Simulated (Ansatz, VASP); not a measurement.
# CuO: VASP beside Ansatz

Contents of INCAR:

```
SYSTEM = CuO
PREC = Accurate
ENCUT = 520
EDIFF = 1E-6
ISMEAR = -1
SIGMA = 0.05
LREAL = .FALSE.
LASPH = .TRUE.
NELM = 80
ALGO = Normal
ISIF = 2
LWAVE = .FALSE.
LCHARG = .FALSE.
GGA = CA
NBANDS = 25
```

KPOINTS

```
regular mesh
0
G
  10 10 5
  0 0 0
```

File POSCAR:

```
CuO
1.0
    2.3446500000     -1.7134000000      0.0000000000
    2.3446500000      1.7134000000      0.0000000000
   -0.8605543552      0.0000000000      5.0594363927
Cu O
2 2
Direct
    0.4968000000      0.0032000000      0.5000000000
    0.0032000000      0.4968000000      0.0000000000
    0.4056000000      0.5714000000      0.7537000000
    0.5714000000      0.4056000000      0.2537000000
```

input.yaml

```yaml
crystal:
  lattice:
    - [2.34465, -1.7134, 0.0]
    - [2.34465, 1.7134, 0.0]
    - [-0.8605543552, 0.0, 5.0594363927]
  atoms:
    - { symbol: Cu, position: [0.4968, 0.0032, 0.5] }
    - { symbol: Cu, position: [0.0032, 0.4968, 0.0] }
    - { symbol: O, position: [0.4056, 0.5714, 0.7537] }
    - { symbol: O, position: [0.5714, 0.4056, 0.2537] }
hamiltonian:
  xc: lda
  pseudopotentials: { kind: paw }
kpoints:
  mp_grid: { grid: [10, 10, 5] }
  band_path:
    path:
      - [[0.0, 0.0, 0.0], [-0.5, -0.5, 0.0], [-0.5249462874, -0.5249462874, 0.3256415493], [-0.5, -0.5, 0.5], [-0.6336780905, -0.3663219095, 0.5]]
      - [[-0.3663219095, 0.3663219095, 0.5], [0.0, 0.0, 0.5], [-0.4750537126, -0.4750537126, 0.6743584507]]
      - [[-0.5, -0.5, 0.0], [-0.6126314136, -0.3873685864, 0.0]]
      - [[-0.3873685864, 0.3873685864, 0.0], [0.0, 0.0, 0.0], [-0.5, 0.0, 0.0]]
      - [[-0.5, 0.0, 0.5], [0.0, 0.0, 0.0]]
    npoints: 14
scf:
  occupations: { method: fermi_dirac, width: 0.05 }
  n_extra_bands: 10
output:
  forces: true
  stress: true
  eigenvalues: true
  fatbands: true
```

Alike in both runs: functional LDA; k mesh 10 × 10 × 5; occupations fermi-dirac, width 0.05 eV; no spin polarisation.

```csv
,VASP,Ansatz
version,VASP 6.6.1,Ansatz 0.2.0
potentials or method,"VASP PAW LDA potentials, release 64 (Cu, O)",Ansatz PAW
plane-wave cutoff (eV),520,420
valence electrons in the cell,34,50
task,single point,band structure
```

VASP gave:

```
gap on the k mesh at the Fermi level (eV)                     : none
pressure (GPa)                                                : -8.8
traceless stress, the component that is largest in VASP (GPa) : 3.29
rms of the force components (eV/Å)                            : 0.428
```

**Question.** Estimate Ansatz's values.

**Answer.** gap on the k mesh at the Fermi level (eV): none; pressure (GPa): -9.6; traceless stress, the component that is largest in VASP (GPa): 3.70; rms of the force components (eV/Å): 0.421.

LDA's correlation is that of Perdew and Zunger in VASP and of Perdew and Wang (1992) in Ansatz. Atom by atom the forces differ by 0.026 eV/Å (rms over components). A gap of «none» marks a metal or a gap that the smearing closes. VASP's potentials hold 34 valence electrons a cell and Ansatz's 50, so a difference there can come from the potentials and not from the codes.
